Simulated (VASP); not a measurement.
# Ba (a cell with a defect) in VASP: further runs

Runs on Ba (a cell with a defect). Level: PBEsol. Tasks: single point.

All numbers are computed with VASP 6.6.1; they aren't measurements. Logs are shortened: lines on timing, memory, paths and dates and some standing lists are left out, and cuts for length are marked.

## Step 1: The cell of the first run

The cell holds a defect, 7 atoms: a = 7.835 Å, b = 7.835 Å, c = 7.835 Å, α = 90.00°, β = 90.00°, γ = 90.00°.

## Step 2: Single point, PBEsol

The input, INCAR:

```
  PREC = Accurate
  ENCUT = 400
  EDIFF = 1E-6
  ISMEAR = 0
  SIGMA = 0.05
  LREAL = False
  LASPH = True
  NELM = 120
  ALGO = Normal
  ISIF = 2
  LWAVE = False
  LCHARG = True
  GGA = PS
  LELF = True
  LVHAR = True
  NBANDS = 44
  GGA_COMPAT = False
```

The input, KPOINTS:

```
regular mesh
0
Gamma
  1 1 1
```

The input, POSCAR:

```
Ba
1.0
    7.8354350800      0.0000000000      0.0000000000
    0.0000000000      7.8354350800      0.0000000000
    0.0000000000      0.0000000000      7.8354350800
Ba
7
Direct
    0.0000000000      0.0000000000      0.3749895149
    0.0000000000      0.4999994206      0.0009217101
    0.0000000000      0.5000000587      0.5005461675
    0.5000001863      0.0000001276      0.0009219654
    0.4999999311      0.0000001276      0.5005465504
    0.4999999311      0.5000000587      0.0020014204
    0.4999999311      0.5000001863      0.4950725723
```

Potentials or basis: VASP PAW PBE potentials, release 64 (Ba_sv).

Launch:

```bash
cat potpaw_PBE.64/Ba_sv/POTCAR > POTCAR
mpirun -np 1 vasp_gam > vasp.out
```

OUTCAR:

```text
PREC = Accurate
   ENCUT = 400
   EDIFF = 1E-6
   ISMEAR = 0
   LREAL = False
   LASPH = True
   NELM = 120
   ISIF = 2
   GGA = PS

 ion  position               nearest neighbor table
   1  0.000  0.000  0.375-   3 4.04   5 4.04   3 4.04   5 4.04
   2  0.000  0.500  0.001-   3 3.91   6 3.92   6 3.92   3 3.92
   3  0.000  0.500  0.501-   2 3.91   7 3.92   7 3.92   2 3.92   1 4.04   1 4.04
   4  0.500  0.000  0.001-   5 3.91   6 3.92   6 3.92   5 3.92
   5  0.500  0.000  0.501-   4 3.91   7 3.92   7 3.92   4 3.92   1 4.04   1 4.04
   6  0.500  0.500  0.002-   7 3.86   4 3.92   2 3.92   4 3.92   2 3.92   7 3.97
   7  0.500  0.500  0.495-   6 3.86   3 3.92   5 3.92   5 3.92   3 3.92   6 3.97

  LATTYP: Found a simple cubic cell.
 ALAT       =     7.8354350800

  Lattice vectors:

 A1 = (   7.8354350800,   0.0000000000,   0.0000000000)
 A2 = (   0.0000000000,   7.8354350800,   0.0000000000)
 A3 = (   0.0000000000,   0.0000000000,   7.8354350800)

Analysis of symmetry for initial positions (statically):
=====================================================================
 Subroutine PRICEL returns:
 Original cell was already a primitive cell.

 Routine SETGRP: Setting up the symmetry group for a
 simple cubic supercell.

 Subroutine GETGRP returns: Found  8 space group operations
 (whereof  8 operations were pure point group operations)
 out of a pool of 48 trial point group operations.

The static configuration has the point symmetry C_4v.

Analysis of symmetry for dynamics (positions and initial velocities):
=====================================================================
 Subroutine PRICEL returns:
 Original cell was already a primitive cell.

 Routine SETGRP: Setting up the symmetry group for a
 simple cubic supercell.

 Subroutine GETGRP returns: Found  8 space group operations
 (whereof  8 operations were pure point group operations)
 out of a pool of 48 trial point group operations.

The dynamic configuration has the point symmetry C_4v.

 Subroutine INISYM returns: Found  8 space group operations
 (whereof  8 operations are pure point group operations),
 and found     1 'primitive' translations

----------------------------------------------------------------------------------------

                                     Primitive cell

  volume of cell :     481.0490

  direct lattice vectors                    reciprocal lattice vectors
     7.835435080  0.000000000  0.000000000     0.127625332  0.000000000  0.000000000
     0.000000000  7.835435080  0.000000000     0.000000000  0.127625332  0.000000000
     0.000000000  0.000000000  7.835435080     0.000000000  0.000000000  0.127625332

  length of vectors
     7.835435080  7.835435080  7.835435080     0.127625332  0.127625332  0.127625332

  position of ions in fractional coordinates (direct lattice)
     0.000000000  0.000000000  0.374989515
     0.000000000  0.499999421  0.000921710
     0.000000000  0.500000059  0.500546167
     0.500000186  0.000000128  0.000921965
     0.499999931  0.000000128  0.500546550
     0.499999931  0.500000059  0.002001420
     0.499999931  0.500000186  0.495072572

  ion indices of the primitive-cell ions
   primitive index   ion index
                 1           1
                 2           2
                 3           3
                 4           4
                 5           5
                 6           6
                 7           7

----------------------------------------------------------------------------------------

 KPOINTS: regular mesh

Automatic generation of k-mesh.
 Grid dimensions read from file:
 generate k-points for:    1    1    1

 Generating k-lattice:

  Cartesian coordinates                     Fractional coordinates (reciprocal lattice)
     0.127625332  0.000000000  0.000000000     1.000000000  0.000000000  0.000000000
     0.000000000  0.127625332  0.000000000     0.000000000  1.000000000  0.000000000
     0.000000000  0.000000000  0.127625332     0.000000000  0.000000000  1.000000000

  Length of vectors
     0.127625332  0.127625332  0.127625332

  Shift w.r.t. Gamma in fractional coordinates (k-lattice)
     0.000000000  0.000000000  0.000000000

 Subroutine IBZKPT returns following result:
 ===========================================

 Found      1 irreducible k-points:

 Following reciprocal coordinates:
            Coordinates               Weight
  0.000000  0.000000  0.000000      1.000000
   k-points           NKPTS =      1   k-points in BZ     NKDIM =      1   number of bands    NBANDS=     44
   number of dos      NEDOS =    301   number of ions     NIONS =      7
   total plane-waves  NPLWV = 157464
   dimension x,y,z NGX =    54 NGY =   54 NGZ =   54
   dimension x,y,z NGXF=   108 NGYF=  108 NGZF=  108
   ions per type =               7
   NGX,Y,Z   is equivalent  to a cutoff of  11.46, 11.46, 11.46 a.u.
   NGXF,Y,Z  is equivalent  to a cutoff of  22.91, 22.91, 22.91 a.u.
 SYSTEM =  unknown system
   PREC   = accura    normal or accurate (medium, high low for compatibility)
   ISTART =      0    job   : 0-new  1-cont  2-samecut
   ICHARG =      2    charge: 1-file 2-atom 10-const
   ISPIN  =      1    spin polarized calculation?
   LNONCOLLINEAR =      F non collinear calculations
   LSORBIT =      F    spin-orbit coupling
   LASPH  =      T    aspherical Exc in radial PAW
   ENCUT  =  400.0 eV  29.40 Ry    5.42 a.u.  12.78 12.78 12.78*2*pi/ulx,y,z
   NELM   =    120;   NELMIN=  2; NELMDL= -5     # of ELM steps
   EDIFF  = 0.1E-05   stopping-criterion for ELM
   LREAL  =      F    real-space projection
   EDIFFG = 0.1E-04   stopping-criterion for IOM
   NSW    =      0    number of steps for IOM
   IBRION =     -1    ionic relax: 0-MD 1-quasi-New 2-CG
   NFREE  =      0    steps in history (QN), initial steepest desc. (CG)
   ISIF   =      2    stress and relaxation
   ISYM   =      2    0-nonsym 1-usesym 2-fastsym
   POTIM  = 0.5000    time-step for ionic-motion
   TEBEG  =    0.0;   TEEND  =   0.0 temperature during run
   PSTRESS=    0.0 pullay stress
   NELECT =      70.0000    total number of electrons
   NUPDOWN=      -1.0000    fix difference up-down
   EMIN   =  10.00;   EMAX   =-10.00  energy-range for DOS
   EFERMI =   0.00;   METHOD = LEGACY
   ISMEAR =     0;   SIGMA  =   0.05  broadening in eV -4-tet -1-fermi 0-gaus
   EFERMI_NEDOS =   21; number of points for ismear=-14 and -15
   IALGO  =     38    algorithm
   IMIX   =      4    mixing-type and parameters
     AMIX     =   0.40;   BMIX     =  1.00
     AMIX_MAG =   1.60;   BMIX_MAG =  1.00
  volume/ion in A,a.u.               =      68.72       463.75
  Fermi-wavevector in a.u.,A,eV,Ry     =   0.861082  1.627209 10.088200  0.741462
  Thomas-Fermi vector in A             =   1.978682
   LORBIT       =      0    0 simple, 1 ext, 2 COOP (PROOUT), +10 PAW based schemes
   GGA     = PS    functional components
   LHFCALC =     F    Hartree Fock is set to
   AEXX    =    0.0000 exact exchange contribution
   IVDW    =     0    specifies the selected vdW correction
   LEPSILON=     F    determine dielectric tensor
   LRPA    =     F    only Hartree local field effects (RPA)
 non-spin polarized calculation
 Gauss-broadening in eV      SIGMA  =   0.05
  energy-cutoff  :      400.00
  volume of cell :      481.05
 maximum number of plane-waves:      4367
 NGX is ok and might be reduce to    50
   NGX = 25   NGY = 25   NGZ = 25

 number of electron      70.0000020 magnetization

 Free energy of the ion-electron system (eV)
  ---------------------------------------------------
  ext. energy  EPLUGINS =         0.00000000
  ---------------------------------------------------
  free energy    TOTEN  =       -15.59483849 eV

  energy without entropy =      -15.59483849  energy(sigma->0) =      -15.59483849

 E-fermi :   1.0741     XC(G=0):  -7.1121

 val. band max:        0.7785031562   @ k =   0.0000   0.0000   0.0000
 cond. band min:       1.3655952303   @ k =   0.0000   0.0000   0.0000
 fundamental gap:      0.5870920741
 Fermi energy:         1.0740833102

 k-point     1 :       0.0000    0.0000    0.0000
  band No.  band energies     occupation
      1     -28.2161      2.00000
      2     -27.9056      2.00000
      3     -27.8991      2.00000
      4     -27.6965      2.00000
      5     -27.6900      2.00000
      6     -27.5308      2.00000
[... 36 lines left out ...]
     43       1.9805      0.00000
     44       1.9865      0.00000

------------------------ aborting loop because EDIFF is reached ----------------------------------------

  FORCE on cell =-STRESS in cart. coord.  units (eV):
  Direction    XX          YY          ZZ          XY          YZ          ZX
  --------------------------------------------------------------------------------------
  -------------------------------------------------------------------------------------
  Total       -7.6485596     -7.6485596     -6.8818534      0.0000000     -0.0000000      0.0000000
  in kB      -25.4742196    -25.4742196    -22.9206351      0.0000000     -0.0000000      0.0000000
  external PRESSURE =     -24.6230247 kB  Pullay stress =       0.0000000 kB

 VOLUME and BASIS-vectors are now :
 -----------------------------------------------------------------------------
  energy-cutoff  :      400.00
  volume of cell :      481.05
      direct lattice vectors                 reciprocal lattice vectors
     7.835435080  0.000000000  0.000000000     0.127625332  0.000000000  0.000000000
     0.000000000  7.835435080  0.000000000     0.000000000  0.127625332  0.000000000
     0.000000000  0.000000000  7.835435080     0.000000000  0.000000000  0.127625332

 POSITION                                       TOTAL-FORCE (eV/Angst)
 -----------------------------------------------------------------------------------
      0.00000      0.00000      2.93821        -0.000000      0.000000      0.376602
      0.00000      3.91771      0.00722        -0.000000     -0.000000     -0.042252
      0.00000      3.91772      3.92200        -0.000000      0.000000     -0.084469
      3.91772      0.00000      0.00722         0.000000      0.000000     -0.042252
      3.91772      0.00000      3.92200        -0.000000      0.000000     -0.084469
      3.91772      3.91772      0.01568        -0.000000      0.000000     -0.026251
      3.91772      3.91772      3.87911        -0.000000      0.000000     -0.096910
 -----------------------------------------------------------------------------------
    total drift:                               -0.000009      0.000586     -0.001432

  FREE ENERGIE OF THE ION-ELECTRON SYSTEM (eV)
  ---------------------------------------------------
  free  energy   TOTEN  =       -15.5948384899 eV

  energy  without entropy=      -15.5948384899  energy(sigma->0) =      -15.59483849
```

Run time: 64 s. Hardware: 1 thread of AMD EPYC 7R13, shared host; peak memory 0.31 GiB.

Results:

* Free energy: -15.5948 eV
* Pressure: -2.5 GPa
* Largest force: 0.377 eV/Å

Forces on the atoms (eV/Å):
```
Ba   0.000  0.000  0.377
Ba   0.000  0.000 -0.042
Ba   0.000  0.000 -0.084
Ba   0.000  0.000 -0.042
Ba   0.000  0.000 -0.084
Ba   0.000  0.000 -0.026
Ba   0.000  0.000 -0.097
```

Caveat: the k points lie up to 0.80 Å⁻¹ apart; the PAW data sets were made with another functional, which shifts forces and pressure a little; spin-orbit coupling is left out, which moves the levels of the heavy elements.

## Step 3: Single point, PBEsol

The input, INCAR:

```
PREC = Accurate ; ENCUT = 400
EDIFF = 1E-6 ; ISMEAR = 0
SIGMA = 0.05 ; LREAL = False
LASPH = True ; NELM = 120
ALGO = Normal ; ISIF = 2
LWAVE = False ; LCHARG = False
GGA = PS ; NBANDS = 44
GGA_COMPAT = False
```

KPOINTS is that of step 2.

The input, POSCAR:

```
Ba
1.0
    7.8354350800      0.0000000000      0.0000000000
    0.0000000000      7.8354350800      0.0000000000
    0.0000000000      0.0000000000      7.8354350800
Ba
7
Direct
    0.0000000000      0.0000000000      0.1250105438
    0.0000001276      0.4999998035     -0.0005467469
    0.0000001276      0.5000006968      0.4990780933
    0.5000000587     -0.0000001276     -0.0005464917
    0.4999995482     -0.0000001276      0.4990782209
    0.5000000587      0.4999998035      0.0049274864
    0.5000000587      0.5000000587      0.4979988935
```

Potentials or basis: VASP PAW PBE potentials, release 64 (Ba_sv).

Launch:

```bash
cat potpaw_PBE.64/Ba_sv/POTCAR > POTCAR
mpirun -np 1 vasp_gam > vasp.out
```

Run time: 41 s. Hardware: 1 thread of AMD EPYC 7R13, shared host; peak memory 0.35 GiB.

Results (log left out):

```
Free energy   : -15.5948 eV
Pressure      : -2.5 GPa
Largest force : 0.377 eV/Å
```

Forces on the atoms (eV/Å):
```
Ba   0.000  0.000 -0.377
Ba   0.000  0.000  0.085
Ba   0.000  0.000  0.042
Ba   0.000  0.000  0.085
Ba   0.000  0.000  0.042
Ba   0.000  0.000  0.097
Ba   0.000  0.000  0.026
```

Stress tensor (GPa, compression positive):
```
-2.55  0.00  0.00
 0.00 -2.55  0.00
 0.00  0.00 -2.29
```

Levels at points of the mesh, in eV from the Fermi level:
```tsv
k point	band 31	band 32	band 33	band 34	band 35	band 36	band 37	band 38	band 39	band 40
(0.00, 0.00, 0.00)	-0.64	-0.64	-0.62	-0.51	-0.30	0.29	0.31	0.51	0.53	0.53
```

Caveat: the k points lie up to 0.80 Å⁻¹ apart; the PAW data sets were made with another functional, which shifts forces and pressure a little; spin-orbit coupling is left out, which moves the levels of the heavy elements.
